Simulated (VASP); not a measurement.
# Pb (Fm-3m) in VASP: single point with LDA

Aim: the single point of Pb with LDA.

Program: VASP 6.6.1. These are calculated values, not measurements. Logs are shortened: lines on timing, memory, paths and dates and some standing lists are left out, and cuts for length are marked.

## Step 1: The cell of the first run

The structure is cubic, space group Fm-3m (No. 225). The conventional cell has a = 4.882 Å, b = 4.882 Å, c = 4.882 Å, α = 90.00°, β = 90.00°, γ = 90.00°. Pb (site symmetry m-3m) has 12 Pb at 3.45 Å within 4.5 Å.

## Step 2: Single point, LDA

Input file INCAR:

```
SYSTEM = Pb
  PREC = Accurate
  ENCUT = 500
  EDIFF = 1E-6
  ISMEAR = 0
  SIGMA = 0.1
  LREAL = .False.
  LASPH = .True.
  NELM = 120
  ALGO = Normal
  ISIF = 2
  LWAVE = .False.
  LCHARG = .False.
  NBANDS = 208
  GGA_COMPAT = .False.
```

Input file KPOINTS:

```
regular mesh
0
Gamma
  3 3 3
  0 0 0
```

Input file POSCAR:

```
Pb
1.0
   -7.3234239840      7.3234239840      0.0000000000
   -7.3234239840      0.0000000000      7.3234239840
    0.0000000000      7.3234239840      7.3234239840
Pb
27
Direct
    0.0000000000      0.0000000000      0.0000000000
    0.3333333333      0.0000000000      0.0000000000
    0.0000000000      0.3333333333      0.0000000000
    0.0000000000      0.0000000000      0.3333333333
    0.6666666667      0.0000000000      0.0000000000
    0.3333333333      0.3333333333      0.0000000000
    0.3333333333      0.0000000000      0.3333333333
    0.0000000000      0.6666666667      0.0000000000
    0.0000000000      0.3333333333      0.3333333333
    0.0000000000      0.0000000000      0.6666666667
    0.6666666667      0.3333333333      0.0000000000
    0.6666666667      0.0000000000      0.3333333333
    0.3333333333      0.6666666667      0.0000000000
    0.3333333333      0.3333333333      0.3333333333
    0.3333333333      0.0000000000      0.6666666667
    0.0000000000      0.6666666667      0.3333333333
    0.0000000000      0.3333333333      0.6666666667
    0.6666666667      0.6666666667      0.0000000000
    0.6666666667      0.3333333333      0.3333333333
    0.6666666667      0.0000000000      0.6666666667
    0.3333333333      0.6666666667      0.3333333333
    0.3333333333      0.3333333333      0.6666666667
    0.0000000000      0.6666666667      0.6666666667
    0.6666666667      0.6666666667      0.3333333333
    0.6666666667      0.3333333333      0.6666666667
    0.3333333333      0.6666666667      0.6666666667
    0.6666666667      0.6666666667      0.6666666667
```

Potentials or basis: VASP PAW LDA potentials, release 64 (Pb_d).

On the command line:

```console
> cat potpaw_LDA.64/Pb_d/POTCAR > POTCAR
> mpirun -np 1 vasp_std > vasp.out
```

OUTCAR:

```text
SYSTEM = Pb
   PREC = Accurate
   ENCUT = 500
   EDIFF = 1E-6
   ISMEAR = 0
   LREAL = .False.
   LASPH = .True.
   NELM = 120
   ISIF = 2

 ion  position               nearest neighbor table
   1  0.000  0.000  0.000-   2 3.45   3 3.45   4 3.45   5 3.45   8 3.45  10 3.45  11 3.45  12 3.45
                            13 3.45  15 3.45  16 3.45  17 3.45
   2  0.333  0.000  0.000-   1 3.45   3 3.45   4 3.45   6 3.45   7 3.45  13 3.45  15 3.45  21 3.45
                            22 3.45  18 3.45  20 3.45   5 3.45
   3  0.000  0.333  0.000-   1 3.45   2 3.45   4 3.45   6 3.45   9 3.45  11 3.45  17 3.45  19 3.45
                            22 3.45  18 3.45  23 3.45   8 3.45
   4  0.000  0.000  0.333-   1 3.45   2 3.45   3 3.45   7 3.45   9 3.45  12 3.45  16 3.45  19 3.45
                            21 3.45  20 3.45  23 3.45  10 3.45
   5  0.667  0.000  0.000-   1 3.45   8 3.45  10 3.45  11 3.45  12 3.45  18 3.45  20 3.45  24 3.45
                            25 3.45   6 3.45   7 3.45   2 3.45
   6  0.333  0.333  0.000-   2 3.45   3 3.45   7 3.45   9 3.45  14 3.45  22 3.45   8 3.45   5 3.45
                            25 3.45  26 3.45  11 3.45  13 3.45
   7  0.333  0.000  0.333-   2 3.45   4 3.45   6 3.45   9 3.45  14 3.45  21 3.45   5 3.45  10 3.45
                            24 3.45  26 3.45  15 3.45  12 3.45
   8  0.000  0.667  0.000-   1 3.45   5 3.45  10 3.45  13 3.45  16 3.45  18 3.45  23 3.45  24 3.45
                            26 3.45   9 3.45   6 3.45   3 3.45
   9  0.000  0.333  0.333-   3 3.45   4 3.45   6 3.45   7 3.45  14 3.45  19 3.45   8 3.45  10 3.45
[... 23 lines left out ...]
  21  0.333  0.667  0.333-   2 3.45   4 3.45   7 3.45  13 3.45  16 3.45  18 3.45  23 3.45  19 3.45
                            22 3.45  14 3.45  24 3.45  26 3.45
  22  0.333  0.333  0.667-   2 3.45   3 3.45   6 3.45  15 3.45  17 3.45  20 3.45  23 3.45  14 3.45
                            21 3.45  19 3.45  25 3.45  26 3.45
  23  0.000  0.667  0.667-   8 3.45  10 3.45  18 3.45  20 3.45  26 3.45  27 3.45  21 3.45  22 3.45
                             3 3.45   4 3.45  16 3.45  17 3.45
  24  0.667  0.667  0.333-   5 3.45   8 3.45  12 3.45  16 3.45  18 3.45   9 3.45   7 3.45  19 3.45
                            21 3.45  25 3.45  26 3.45  27 3.45
  25  0.667  0.333  0.667-   5 3.45  10 3.45  11 3.45  17 3.45  20 3.45   6 3.45   9 3.45  19 3.45
                            22 3.45  24 3.45  26 3.45  27 3.45
  26  0.333  0.667  0.667-   8 3.45  10 3.45  13 3.45  15 3.45  23 3.45   7 3.45   6 3.45  22 3.45
                            21 3.45  24 3.45  25 3.45  27 3.45
  27  0.667  0.667  0.667-  18 3.45  20 3.45  23 3.45  15 3.45  16 3.45  17 3.45  11 3.45  12 3.45
                            13 3.45  24 3.45  25 3.45  26 3.45

  LATTYP: Found a face centered cubic cell.
 ALAT       =    14.6468479680

  Lattice vectors:

 A1 = (  -7.3234239840,   7.3234239840,   0.0000000000)
 A2 = (  -7.3234239840,   0.0000000000,   7.3234239840)
 A3 = (   0.0000000000,   7.3234239840,   7.3234239840)

Analysis of symmetry for initial positions (statically):
=====================================================================
 Subroutine PRICEL returns following result:

  LATTYP: Found a face centered cubic cell.
 ALAT       =     4.8822826555

  Lattice vectors:

 A1 = (  -2.4411413278,   2.4411413278,   0.0000000000)
 A2 = (  -2.4411413278,   0.0000000000,   2.4411413278)
 A3 = (   0.0000000000,   2.4411413278,   2.4411413278)

  27 primitive cells build up your supercell.

 Routine SETGRP: Setting up the symmetry group for a
 face centered cubic supercell.

 Subroutine GETGRP returns: Found 48 space group operations
 (whereof 48 operations were pure point group operations)
 out of a pool of 48 trial point group operations.

The static configuration has the point symmetry O_h .

Analysis of symmetry for dynamics (positions and initial velocities):
=====================================================================
 Subroutine PRICEL returns following result:

  LATTYP: Found a face centered cubic cell.
 ALAT       =     4.8822826555

  Lattice vectors:

 A1 = (  -2.4411413278,   2.4411413278,   0.0000000000)
 A2 = (  -2.4411413278,   0.0000000000,   2.4411413278)
 A3 = (   0.0000000000,   2.4411413278,   2.4411413278)

  27 primitive cells build up your supercell.

 Routine SETGRP: Setting up the symmetry group for a
 face centered cubic supercell.

 Subroutine GETGRP returns: Found 48 space group operations
 (whereof 48 operations were pure point group operations)
 out of a pool of 48 trial point group operations.

The dynamic configuration has the point symmetry O_h .

 Subroutine INISYM returns: Found 48 space group operations
 (whereof 48 operations are pure point group operations),
 and found    27 'primitive' translations

----------------------------------------------------------------------------------------

                                     Primitive cell

  volume of cell :      29.0944

  direct lattice vectors                    reciprocal lattice vectors
    -2.441141328  2.441141328  0.000000000    -0.204822226  0.204822226 -0.204822226
    -2.441141328  0.000000000  2.441141328    -0.204822226 -0.204822226  0.204822226
     0.000000000  2.441141328  2.441141328     0.204822226  0.204822226  0.204822226

  length of vectors
     3.452295173  3.452295173  3.452295173     0.354762501  0.354762501  0.354762501

  position of ions in fractional coordinates (direct lattice)
     0.000000000  0.000000000  0.000000000

  ion indices of the primitive-cell ions
   primitive index   ion index
                 1           1

----------------------------------------------------------------------------------------

 KPOINTS: regular mesh

Automatic generation of k-mesh.
 Grid dimensions read from file:
 generate k-points for:    3    3    3

 Generating k-lattice:

  Cartesian coordinates                     Fractional coordinates (reciprocal lattice)
    -0.022758025  0.022758025 -0.022758025     0.333333333  0.000000000  0.000000000
    -0.022758025 -0.022758025  0.022758025     0.000000000  0.333333333  0.000000000
     0.022758025  0.022758025  0.022758025     0.000000000  0.000000000  0.333333333

  Length of vectors
     0.039418056  0.039418056  0.039418056

  Shift w.r.t. Gamma in fractional coordinates (k-lattice)
     0.000000000  0.000000000  0.000000000

 Subroutine IBZKPT returns following result:
 ===========================================

 Found      4 irreducible k-points:

 Following reciprocal coordinates:
            Coordinates               Weight
  0.000000  0.000000  0.000000      1.000000
  0.333333  0.000000  0.000000      8.000000
  0.333333  0.333333  0.000000      6.000000
 -0.333333  0.333333  0.000000     12.000000
   k-points           NKPTS =      4   k-points in BZ     NKDIM =      4   number of bands    NBANDS=    208
   number of dos      NEDOS =    301   number of ions     NIONS =     27
   total plane-waves  NPLWV = 512000
   dimension x,y,z NGX =    80 NGY =   80 NGZ =   80
   dimension x,y,z NGXF=   160 NGYF=  160 NGZF=  160
   ions per type =              27
   NGX,Y,Z   is equivalent  to a cutoff of  12.84, 12.84, 12.84 a.u.
   NGXF,Y,Z  is equivalent  to a cutoff of  25.68, 25.68, 25.68 a.u.
 SYSTEM =  Pb
   PREC   = accura    normal or accurate (medium, high low for compatibility)
   ISTART =      0    job   : 0-new  1-cont  2-samecut
   ICHARG =      2    charge: 1-file 2-atom 10-const
   ISPIN  =      1    spin polarized calculation?
   LNONCOLLINEAR =      F non collinear calculations
   LSORBIT =      F    spin-orbit coupling
   LASPH  =      T    aspherical Exc in radial PAW
   ENCUT  =  500.0 eV  36.75 Ry    6.06 a.u.  18.88 18.88 18.88*2*pi/ulx,y,z
   NELM   =    120;   NELMIN=  2; NELMDL= -5     # of ELM steps
   EDIFF  = 0.1E-05   stopping-criterion for ELM
   LREAL  =      F    real-space projection
[... 7 lines left out ...]
   TEBEG  =    0.0;   TEEND  =   0.0 temperature during run
   PSTRESS=    0.0 pullay stress
   NELECT =     378.0000    total number of electrons
   NUPDOWN=      -1.0000    fix difference up-down
   EMIN   =  10.00;   EMAX   =-10.00  energy-range for DOS
   EFERMI =   0.00;   METHOD = LEGACY
   ISMEAR =     0;   SIGMA  =   0.10  broadening in eV -4-tet -1-fermi 0-gaus
   EFERMI_NEDOS =   21; number of points for ismear=-14 and -15
   IALGO  =     38    algorithm
   IMIX   =      4    mixing-type and parameters
     AMIX     =   0.40;   BMIX     =  1.00
     AMIX_MAG =   1.60;   BMIX_MAG =  1.00
  volume/ion in A,a.u.               =      29.09       196.34
  Fermi-wavevector in a.u.,A,eV,Ry     =   1.282866  2.424265 22.391718  1.645745
  Thomas-Fermi vector in A             =   2.415152
   LORBIT       =      0    0 simple, 1 ext, 2 COOP (PROOUT), +10 PAW based schemes
   GGA     = CA    functional components
   LHFCALC =     F    Hartree Fock is set to
   AEXX    =    0.0000 exact exchange contribution
   IVDW    =     0    specifies the selected vdW correction
   LEPSILON=     F    determine dielectric tensor
   LRPA    =     F    only Hartree local field effects (RPA)
 non-spin polarized calculation
 Gauss-broadening in eV      SIGMA  =   0.10
  energy-cutoff  :      500.00
  volume of cell :      785.55
 maximum number of plane-waves:     19953
 NGX is ok and might be reduce to    80
   NGX = 37   NGY = 37   NGZ = 37

 number of electron     378.0000008 magnetization

 Free energy of the ion-electron system (eV)
  ---------------------------------------------------
  ext. energy  EPLUGINS =         0.00000000
  ---------------------------------------------------
  free energy    TOTEN  =      -115.35494627 eV

  energy without entropy =     -115.30321238  energy(sigma->0) =     -115.32907933

 E-fermi :   7.3067     XC(G=0): -10.6547

 val. band max:        7.0955905685   @ k =  -0.3333   0.3333   0.0000
 cond. band min:       7.3133891693   @ k =   0.3333   0.3333   0.0000
 fundamental gap:      0.2177986008
 Fermi energy:         7.3067100298

 k-point     1 :       0.0000    0.0000    0.0000
  band No.  band energies     occupation
      1      -9.7028      2.00000
      2      -9.7028      2.00000
      3      -9.7028      2.00000
      4      -9.7028      2.00000
      5      -9.7028      2.00000
      6      -9.7028      2.00000
[... 193 lines left out ...]
    200       7.5364      0.00116
    201      10.4649      0.00000

 k-point     2 :       0.3333    0.0000    0.0000
  band No.  band energies     occupation
      1      -9.7029      2.00000
      2      -9.7029      2.00000
      3      -9.7029      2.00000
      4      -9.6680      2.00000
      5      -9.6680      2.00000
      6      -9.6680      2.00000
[... 193 lines left out ...]
    200       8.9123      0.00000
    201       8.9123      0.00000

 k-point     3 :       0.3333    0.3333    0.0000
  band No.  band energies     occupation
      1      -9.7440      2.00000
      2      -9.6535      2.00000
      3      -9.6535      2.00000
      4      -9.6535      2.00000
      5      -9.6535      2.00000
      6      -9.6413      2.00000
[... 193 lines left out ...]
    200       9.0146      0.00000
    201       9.0146      0.00000

 k-point     4 :      -0.3333    0.3333    0.0000
  band No.  band energies     occupation
      1      -9.7232      2.00000
      2      -9.6877      2.00000
      3      -9.6877      2.00000
      4      -9.6361      2.00000
      5      -9.6361      2.00000
      6      -9.6296      2.00000
[... 193 lines left out ...]
    200       8.9514      0.00000
    201       9.4990      0.00000
 [bands above 201 left out]

------------------------ aborting loop because EDIFF is reached ----------------------------------------

  FORCE on cell =-STRESS in cart. coord.  units (eV):
  Direction    XX          YY          ZZ          XY          YZ          ZX
  --------------------------------------------------------------------------------------
  -------------------------------------------------------------------------------------
  Total       -0.4414933     -0.4414933     -0.4414933     -0.0000000      0.0000000      0.0000000
  in kB       -0.9004553     -0.9004553     -0.9004553     -0.0000000      0.0000000      0.0000000
  external PRESSURE =      -0.9004553 kB  Pullay stress =       0.0000000 kB

 VOLUME and BASIS-vectors are now :
 -----------------------------------------------------------------------------
  energy-cutoff  :      500.00
  volume of cell :      785.55
      direct lattice vectors                 reciprocal lattice vectors
    -7.323423984  7.323423984  0.000000000    -0.068274075  0.068274075 -0.068274075
    -7.323423984  0.000000000  7.323423984    -0.068274075 -0.068274075  0.068274075
     0.000000000  7.323423984  7.323423984     0.068274075  0.068274075  0.068274075

 POSITION                                       TOTAL-FORCE (eV/Angst)
 -----------------------------------------------------------------------------------
      0.00000      0.00000      0.00000        -0.000000     -0.000000      0.000000
     -2.44114      2.44114      0.00000         0.000000      0.000000     -0.000000
     -2.44114      0.00000      2.44114         0.000000      0.000000     -0.000000
      0.00000      2.44114      2.44114        -0.000000      0.000000      0.000000
     -4.88228      4.88228      0.00000         0.000000     -0.000000      0.000000
     -4.88228      2.44114      2.44114         0.000000      0.000000      0.000000
[... 19 lines left out ...]
     -7.32342      7.32342      9.76457        -0.000000      0.000000      0.000000
     -9.76457      9.76457      9.76457        -0.000000      0.000000     -0.000000
 -----------------------------------------------------------------------------------
    total drift:                                0.000000     -0.000000     -0.000000

  FREE ENERGIE OF THE ION-ELECTRON SYSTEM (eV)
  ---------------------------------------------------
  free  energy   TOTEN  =      -115.3549462746 eV

  energy  without entropy=     -115.3032123766  energy(sigma->0) =     -115.32907933
```

It took 16 min on 1 thread of Intel Xeon Platinum 8488C (Sapphire Rapids), shared host; peak memory 0.87 GiB.

Results:

* Free energy: -115.3549 eV
* Pressure: -0.1 GPa
* Band gap on the k mesh: zero (bands 189 and 190 overlap by 2.02 eV)

Levels at points of the mesh, in eV from the Fermi level:
| k point | band 187 | band 188 | band 189 | band 190 | band 191 | band 192 | band 193 | band 194 |
| --- | --- | --- | --- | --- | --- | --- | --- | --- |
| (0.00, 0.00, 0.00) | -1.39 | -1.39 | -1.39 | -1.39 | -1.39 | -1.39 | -1.39 | -1.39 |

Caveat: spin-orbit coupling is left out, which moves the levels of the heavy elements.

The gap in the log of VASP goes by the Fermi energy; the results here count the filled bands.